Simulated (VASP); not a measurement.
# WS2 in VASP: single point with PBE

Aim: the single point of WS2 with PBE.

All numbers are computed with VASP 6.6.1; they aren't measurements. Logs are shortened: lines on timing, memory, paths and dates and some standing lists are left out, and cuts for length are marked.

### 1 The cell of the first run

The cell holds a sheet with vacuum, 27 atoms: a = 9.465 Å, b = 9.465 Å, c = 21.140 Å, α = 90.00°, β = 90.00°, γ = 120.00°.

### 2 Single point, PBE

Contents of INCAR:

```
SYSTEM = WS2
PREC = Accurate ; ENCUT = 520
EDIFF = 1E-7 ; ISMEAR = 0
SIGMA = 0.02 ; LREAL = Auto
LASPH = .TRUE. ; NELM = 80
ALGO = Normal ; ISIF = 2
LWAVE = .FALSE. ; LCHARG = .FALSE.
LDIPOL = .TRUE. ; IDIPOL = 3
DIPOL = 0.5 0.5 0.500 ; GGA = PE
NBANDS = 136 ; LUSENCCL = .FALSE.
```

Contents of KPOINTS:

```
Automatic mesh
0
G
  4 4 1
  0 0 0
```

Contents of POSCAR:

```
WS2
1.0
    9.4650000000      0.0000000000      0.0000000000
   -4.7325000000      8.1969304468      0.0000000000
    0.0000000000      0.0000000000     21.1400000000
W S
9 18
Direct
    0.1111111111      0.2222222222      0.5000000000
    0.1111111111      0.5555555556      0.5000000000
    0.1111111111      0.8888888889      0.5000000000
    0.4444444444      0.2222222222      0.5000000000
    0.4444444444      0.5555555556      0.5000000000
    0.4444444444      0.8888888889      0.5000000000
    0.7777777778      0.2222222222      0.5000000000
    0.7777777778      0.5555555556      0.5000000000
    0.7777777778      0.8888888889      0.5000000000
    0.2222222222      0.1111111111      0.5742667928
    0.2222222222      0.1111111111      0.4257332072
    0.2222222222      0.4444444444      0.5742667928
    0.2222222222      0.4444444444      0.4257332072
    0.2222222222      0.7777777778      0.5742667928
    0.2222222222      0.7777777778      0.4257332072
    0.5555555556      0.1111111111      0.5742667928
    0.5555555556      0.1111111111      0.4257332072
    0.5555555556      0.4444444444      0.5742667928
    0.5555555556      0.4444444444      0.4257332072
    0.5555555556      0.7777777778      0.5742667928
    0.5555555556      0.7777777778      0.4257332072
    0.8888888889      0.1111111111      0.5742667928
    0.8888888889      0.1111111111      0.4257332072
    0.8888888889      0.4444444444      0.5742667928
    0.8888888889      0.4444444444      0.4257332072
    0.8888888889      0.7777777778      0.5742667928
    0.8888888889      0.7777777778      0.4257332072
```

Potentials or basis: VASP PAW PBE potentials, release 64 (W_sv, S).

On the command line:

```
cat potpaw_PBE.64/W_sv/POTCAR potpaw_PBE.64/S/POTCAR > POTCAR
mpirun -np 1 vasp_std > vasp.out
```

OUTCAR:

```text
SYSTEM = WS2
   PREC = Accurate
   ENCUT = 520
   EDIFF = 1E-7
   ISMEAR = 0
   LREAL = Auto
   LASPH = .TRUE.
   NELM = 80
   ISIF = 2
   GGA = PE

 ion  position               nearest neighbor table
   1  0.111  0.222  0.500-  12 2.40  13 2.40  10 2.40  11 2.40  22 2.40  23 2.40   3 3.15   9 3.15
                             4 3.15   7 3.15   5 3.16   2 3.16
   2  0.111  0.556  0.500-  14 2.40  15 2.40  24 2.40  25 2.40  12 2.40  13 2.40   3 3.15   6 3.15
                             5 3.15   8 3.15   7 3.16   1 3.16
   3  0.111  0.889  0.500-  10 2.40  11 2.40  14 2.40  15 2.40  26 2.40  27 2.40   2 3.15   4 3.15
                             8 3.15   1 3.15   6 3.15   9 3.15
   4  0.444  0.222  0.500-  18 2.40  19 2.40  10 2.40  11 2.40  16 2.40  17 2.40   3 3.15   6 3.15
                             1 3.15   5 3.16   8 3.16   7 3.16
   5  0.444  0.556  0.500-  20 2.40  21 2.40  12 2.40  13 2.40  18 2.40  19 2.40   6 3.15   2 3.15
                             1 3.16   9 3.16   4 3.16   8 3.16
   6  0.444  0.889  0.500-  16 2.40  17 2.40  14 2.40  15 2.40  20 2.40  21 2.40   2 3.15   5 3.15
                             4 3.15   3 3.15   7 3.16   9 3.16
   7  0.778  0.222  0.500-  24 2.40  25 2.40  16 2.40  17 2.40  22 2.40  23 2.40   9 3.15   1 3.15
                             6 3.16   2 3.16   8 3.16   4 3.16
   8  0.778  0.556  0.500-  26 2.40  27 2.40  18 2.40  19 2.40  24 2.40  25 2.40   9 3.15   3 3.15
                             2 3.15   7 3.16   4 3.16   5 3.16
   9  0.778  0.889  0.500-  22 2.40  23 2.40  20 2.40  21 2.40  26 2.40  27 2.40   8 3.15   7 3.15
                             1 3.15   3 3.15   5 3.16   6 3.16
  10  0.222  0.111  0.574-   3 2.40   4 2.40   1 2.40
  11  0.222  0.111  0.426-   3 2.40   4 2.40   1 2.40
  12  0.222  0.444  0.574-   1 2.40   5 2.40   2 2.40
  13  0.222  0.444  0.426-   1 2.40   5 2.40   2 2.40
  14  0.222  0.778  0.574-   2 2.40   6 2.40   3 2.40
  15  0.222  0.778  0.426-   2 2.40   6 2.40   3 2.40
[... 10 lines left out ...]
  26  0.889  0.778  0.574-   8 2.40   3 2.40   9 2.40
  27  0.889  0.778  0.426-   8 2.40   3 2.40   9 2.40

  LATTYP: Found a hexagonal cell.
 ALAT       =     9.4650000000
 C/A-ratio  =     2.2334918119

  Lattice vectors:

 A1 = (   9.4650000000,   0.0000000000,   0.0000000000)
 A2 = (  -4.7325000000,   8.1969304468,   0.0000000000)
 A3 = (   0.0000000000,   0.0000000000,  21.1400000000)

Analysis of symmetry for initial positions (statically):
=====================================================================
 Subroutine PRICEL returns following result:

  LATTYP: Found a hexagonal cell.
 ALAT       =     3.1549999997
 C/A-ratio  =     6.7004754365

  Lattice vectors:

 A1 = (   3.1549999997,   0.0000000000,   0.0000000000)
 A2 = (  -1.5774999998,   2.7323101487,   0.0000000000)
 A3 = (   0.0000000000,   0.0000000000,  21.1400000000)

   9 primitive cells build up your supercell.

 Routine SETGRP: Setting up the symmetry group for a
 hexagonal supercell.

 Subroutine GETGRP returns: Found 12 space group operations
 (whereof 12 operations were pure point group operations)
 out of a pool of 24 trial point group operations.

The static configuration has the point symmetry D_3h.

Analysis of symmetry for dynamics (positions and initial velocities):
=====================================================================
 Subroutine PRICEL returns following result:

  LATTYP: Found a hexagonal cell.
 ALAT       =     3.1549999997
 C/A-ratio  =     6.7004754365

  Lattice vectors:

 A1 = (   3.1549999997,   0.0000000000,   0.0000000000)
 A2 = (  -1.5774999998,   2.7323101487,   0.0000000000)
 A3 = (   0.0000000000,   0.0000000000,  21.1400000000)

   9 primitive cells build up your supercell.

 Routine SETGRP: Setting up the symmetry group for a
 hexagonal supercell.

 Subroutine GETGRP returns: Found 12 space group operations
 (whereof 12 operations were pure point group operations)
 out of a pool of 24 trial point group operations.

The dynamic configuration has the point symmetry D_3h.

 Subroutine INISYM returns: Found 12 space group operations
 (whereof 12 operations are pure point group operations),
 and found     9 'primitive' translations

----------------------------------------------------------------------------------------

                                     Primitive cell

  volume of cell :     182.2361

  direct lattice vectors                    reciprocal lattice vectors
     3.155000000  0.000000000  0.000000000     0.316957211  0.182995331 -0.000000000
    -1.577500000  2.732310149  0.000000000     0.000000000  0.365990662  0.000000000
     0.000000000  0.000000000 21.140000000     0.000000000 -0.000000000  0.047303690

  length of vectors
     3.155000000  3.155000000 21.140000000     0.365990662  0.365990662  0.047303690

  position of ions in fractional coordinates (direct lattice)
     0.333333333  0.666666667  0.500000000
     0.666666667  0.333333333  0.574266793
     0.666666667  0.333333333  0.425733207

  ion indices of the primitive-cell ions
   primitive index   ion index
                 1           1
                 2          10
                 3          11

----------------------------------------------------------------------------------------

 KPOINTS: Automatic mesh

Automatic generation of k-mesh.
 Grid dimensions read from file:
 generate k-points for:    4    4    1

 Generating k-lattice:

  Cartesian coordinates                     Fractional coordinates (reciprocal lattice)
     0.026413101  0.015249611 -0.000000000     0.250000000  0.000000000  0.000000000
     0.000000000  0.030499222  0.000000000     0.000000000  0.250000000  0.000000000
     0.000000000 -0.000000000  0.047303690     0.000000000  0.000000000  1.000000000

  Length of vectors
     0.030499222  0.030499222  0.047303690

  Shift w.r.t. Gamma in fractional coordinates (k-lattice)
     0.000000000  0.000000000  0.000000000

 Subroutine IBZKPT returns following result:
 ===========================================

 Found      4 irreducible k-points:

 Following reciprocal coordinates:
            Coordinates               Weight
  0.000000  0.000000  0.000000      1.000000
  0.250000  0.000000  0.000000      6.000000
  0.500000  0.000000  0.000000      3.000000
  0.250000  0.250000  0.000000      6.000000
   k-points           NKPTS =      4   k-points in BZ     NKDIM =      4   number of bands    NBANDS=    136
   number of dos      NEDOS =    301   number of ions     NIONS =     27
   total plane-waves  NPLWV = 784000
   dimension x,y,z NGX =    70 NGY =   70 NGZ =  160
   dimension x,y,z NGXF=   140 NGYF=  140 NGZF=  320
   ions per type =               9  18
   NGX,Y,Z   is equivalent  to a cutoff of  12.29, 12.29, 12.58 a.u.
   NGXF,Y,Z  is equivalent  to a cutoff of  24.59, 24.59, 25.16 a.u.
 SYSTEM =  WS2
   PREC   = accura    normal or accurate (medium, high low for compatibility)
   ISTART =      0    job   : 0-new  1-cont  2-samecut
   ICHARG =      2    charge: 1-file 2-atom 10-const
   ISPIN  =      1    spin polarized calculation?
   LNONCOLLINEAR =      F non collinear calculations
   LSORBIT =      F    spin-orbit coupling
   LASPH  =      T    aspherical Exc in radial PAW
   ENCUT  =  520.0 eV  38.22 Ry    6.18 a.u.  17.60 17.60 39.31*2*pi/ulx,y,z
   NELM   =     80;   NELMIN=  2; NELMDL= -5     # of ELM steps
   EDIFF  = 0.1E-06   stopping-criterion for ELM
   LREAL  =      T    real-space projection
   EDIFFG = 0.1E-05   stopping-criterion for IOM
   NSW    =      0    number of steps for IOM
   IBRION =     -1    ionic relax: 0-MD 1-quasi-New 2-CG
   NFREE  =      0    steps in history (QN), initial steepest desc. (CG)
   ISIF   =      2    stress and relaxation
   ISYM   =      2    0-nonsym 1-usesym 2-fastsym
   POTIM  = 0.5000    time-step for ionic-motion
   TEBEG  =    0.0;   TEEND  =   0.0 temperature during run
   PSTRESS=    0.0 pullay stress
   NELECT =     234.0000    total number of electrons
   NUPDOWN=      -1.0000    fix difference up-down
   EMIN   =  10.00;   EMAX   =-10.00  energy-range for DOS
   EFERMI =   0.00;   METHOD = LEGACY
   ISMEAR =     0;   SIGMA  =   0.02  broadening in eV -4-tet -1-fermi 0-gaus
   EFERMI_NEDOS =   21; number of points for ismear=-14 and -15
   IALGO  =     38    algorithm
   IMIX   =      4    mixing-type and parameters
     AMIX     =   0.40;   BMIX     =  1.00
     AMIX_MAG =   1.60;   BMIX_MAG =  1.00
  volume/ion in A,a.u.               =      60.75       409.93
  Fermi-wavevector in a.u.,A,eV,Ry     =   0.855437  1.616541  9.956360  0.731772
  Thomas-Fermi vector in A             =   1.972186
   LORBIT       =      0    0 simple, 1 ext, 2 COOP (PROOUT), +10 PAW based schemes
   GGA     = PE    functional components
   LHFCALC =     F    Hartree Fock is set to
   AEXX    =    0.0000 exact exchange contribution
   IVDW    =     0    specifies the selected vdW correction
   LEPSILON=     F    determine dielectric tensor
   LRPA    =     F    only Hartree local field effects (RPA)
 non-spin polarized calculation
 Gauss-broadening in eV      SIGMA  =   0.02
  energy-cutoff  :      520.00
  volume of cell :     1640.12
 maximum number of plane-waves:     44209
   NGX = 35   NGY = 35   NGZ = 79

 number of electron     233.9999991 magnetization

 dipolmoment           0.000000      0.000000      0.000000 electrons x Angstroem

 Free energy of the ion-electron system (eV)
  ---------------------------------------------------
  ext. energy  EPLUGINS =         0.00000000
  ---------------------------------------------------
  free energy    TOTEN  =      -212.95551924 eV

  energy without entropy =     -212.95551924  energy(sigma->0) =     -212.95551924

 E-fermi :  -1.7567     XC(G=0):  -3.6767

 val. band max:       -2.0090563259   @ k =   0.0000   0.0000   0.0000
 cond. band min:      -0.0845812379   @ k =   0.0000   0.0000   0.0000
 fundamental gap:      1.9244750879
 Fermi energy:        -1.7567108125

 k-point     1 :       0.0000    0.0000    0.0000
  band No.  band energies     occupation
      1     -75.9974      2.00000
      2     -75.9832      2.00000
      3     -75.9832      2.00000
      4     -75.9832      2.00000
      5     -75.9832      2.00000
      6     -75.9832      2.00000
[... 121 lines left out ...]
    128       0.6271      0.00000
    129       0.6271      0.00000

 k-point     2 :       0.2500    0.0000    0.0000
  band No.  band energies     occupation
      1     -75.9962      2.00000
      2     -75.9880      2.00000
      3     -75.9850      2.00000
      4     -75.9850      2.00000
      5     -75.9809      2.00000
      6     -75.9809      2.00000
[... 121 lines left out ...]
    128       0.7948      0.00000
    129       0.8329      0.00000

 k-point     3 :       0.5000    0.0000    0.0000
  band No.  band energies     occupation
      1     -75.9927      2.00000
      2     -75.9927      2.00000
      3     -75.9856      2.00000
      4     -75.9856      2.00000
      5     -75.9785      2.00000
      6     -75.9785      2.00000
[... 121 lines left out ...]
    128       0.8474      0.00000
    129       0.8474      0.00000

 k-point     4 :       0.2500    0.2500    0.0000
  band No.  band energies     occupation
      1     -75.9938      2.00000
      2     -75.9897      2.00000
      3     -75.9897      2.00000
      4     -75.9815      2.00000
      5     -75.9815      2.00000
      6     -75.9785      2.00000
[... 121 lines left out ...]
    128       0.8043      0.00000
    129       0.8574      0.00000
 [bands above 129 left out]

------------------------ aborting loop because EDIFF is reached ----------------------------------------

 vacuum level on the upper side and lower side of the slab       (xc-potential included)        -0.061        -0.061

  FORCE on cell =-STRESS in cart. coord.  units (eV):
  Direction    XX          YY          ZZ          XY          YZ          ZX
  --------------------------------------------------------------------------------------
  -------------------------------------------------------------------------------------
  Total       11.5948589     11.5948589      7.0532853      0.0000000      0.0000000     -0.0000000
  in kB       11.3265905     11.3265905      6.8900946      0.0000000      0.0000000     -0.0000000
  external PRESSURE =       9.8477585 kB  Pullay stress =       0.0000000 kB

 VOLUME and BASIS-vectors are now :
 -----------------------------------------------------------------------------
  energy-cutoff  :      520.00
  volume of cell :     1640.12
      direct lattice vectors                 reciprocal lattice vectors
     9.465000000  0.000000000  0.000000000     0.105652404  0.060998444 -0.000000000
    -4.732500000  8.196930447  0.000000000     0.000000000  0.121996887  0.000000000
     0.000000000  0.000000000 21.140000000     0.000000000 -0.000000000  0.047303690

 POSITION                                       TOTAL-FORCE (eV/Angst)
 -----------------------------------------------------------------------------------
      0.00000      1.82154     10.57000         0.000000      0.000000     -0.000000
     -1.57750      4.55385     10.57000        -0.000000     -0.000000     -0.000000
     -3.15500      7.28616     10.57000        -0.000000     -0.000000     -0.000000
      3.15500      1.82154     10.57000        -0.000000      0.000000     -0.000000
      1.57750      4.55385     10.57000        -0.000000     -0.000000     -0.000000
     -0.00000      7.28616     10.57000        -0.000000     -0.000000     -0.000000
[... 19 lines left out ...]
      4.73250      6.37539     12.14000         0.000000     -0.000000      0.257421
      4.73250      6.37539      9.00000         0.000000     -0.000000     -0.257421
 -----------------------------------------------------------------------------------
    total drift:                               -0.000000      0.000000     -0.000000

  FREE ENERGIE OF THE ION-ELECTRON SYSTEM (eV)
  ---------------------------------------------------
  free  energy   TOTEN  =      -212.9555192370 eV

  energy  without entropy=     -212.9555192370  energy(sigma->0) =     -212.95551924

 vacuum level on the upper side and lower side of the slab         3.599         3.599
```

It took 2.3 min on 1 × NVIDIA H100 80GB with 1 thread of AMD EPYC 7R13 (Zen 3), shared host; peak memory 2.2 GiB.

What came out:

```
Free energy            : -212.9555 eV
Largest force          : 0.257 eV/Å
Band gap on the k mesh : 1.92 eV
```

Forces in eV/Å, atoms in the order of the input:
```
W    0.000  0.000  0.000
W    0.000  0.000  0.000
W    0.000  0.000  0.000
W    0.000  0.000  0.000
W    0.000  0.000  0.000
W    0.000  0.000  0.000
W    0.000  0.000  0.000
W    0.000  0.000  0.000
W    0.000  0.000  0.000
S    0.000  0.000  0.257
S    0.000  0.000 -0.257
S    0.000  0.000  0.257
S    0.000  0.000 -0.257
S    0.000  0.000  0.257
S    0.000  0.000 -0.257
S    0.000  0.000  0.257
S    0.000  0.000 -0.257
S    0.000  0.000  0.257
S    0.000  0.000 -0.257
S    0.000  0.000  0.257
S    0.000  0.000 -0.257
S    0.000  0.000  0.257
S    0.000  0.000 -0.257
S    0.000  0.000  0.257
S    0.000  0.000 -0.257
S    0.000  0.000  0.257
S    0.000  0.000 -0.257
```

Caveat: spin-orbit coupling is left out, which moves the levels of the heavy elements.
